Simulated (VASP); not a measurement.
Write the native input for VASP 6.6.1 that does the following.

```
Task                   : single point
Functional             : PBE
Potentials or basis    : VASP PAW PBE potentials, release 64 (Rb_sv, Na_pv)
Cutoff                 : 520 eV
k mesh                 : 6 × 6 × 6
Occupations            : gaussian, width 0.1 eV
Spin                   : no spin polarisation
Dipole correction      : no
Further INCAR settings : ALGO = Fast; EDIFF = 1e-07; NBANDS = 18
```

The structure of RbNa2 lies in POSCAR:

```
RbNa2
1.0
    1.9607332700      1.1320298800      6.6778161600
   -1.9607332700      1.1320298800      6.6778161600
    0.0000000000     -2.2640597600      6.6778161600
Rb Na
1 2
Direct
    0.0000000000      0.0000000000      0.0000000000
    0.2602920800      0.2602920800      0.2602920800
    0.7397079200      0.7397079200      0.7397079200
```

The cell was generated, and may not be a known phase.

One way to write it, as run:

INCAR

```
PREC = Accurate
ENCUT = 520
EDIFF = 1E-7
ISMEAR = 0
SIGMA = 0.1
LREAL = False
LASPH = True
NELM = 60
ALGO = Fast
ISIF = 2
LWAVE = False
LCHARG = True
GGA = PE
LELF = True
LVHAR = True
NBANDS = 18
```

KPOINTS

```
Automatic mesh
0
Gamma
  6 6 6
```

Potentials or basis: VASP PAW PBE potentials, release 64 (Rb_sv, Na_pv).

Run with:

```console
$ cat potpaw_PBE.64/Rb_sv/POTCAR potpaw_PBE.64/Na_pv/POTCAR > POTCAR
$ mpirun -np 1 vasp_std > vasp.out
```

Results of the run:

```json
{
  "Pressure": "13.5 GPa",
  "Largest force": "2.497 eV/Å",
  "Band gap on the k mesh": "zero (an odd number of electrons rules out a gap without spin polarisation)"
}
```

Caveat: the stress differs along the axes, from 10 to 15 GPa; forces of over 1 eV/Å act on the atoms, so gaps and moduli don't describe the material at rest.

Wall time 2.6 min on 1 thread of Intel(R) Xeon(R) 6975P-C (Granite Rapids), with other jobs on the host, peak memory 0.41 GiB.
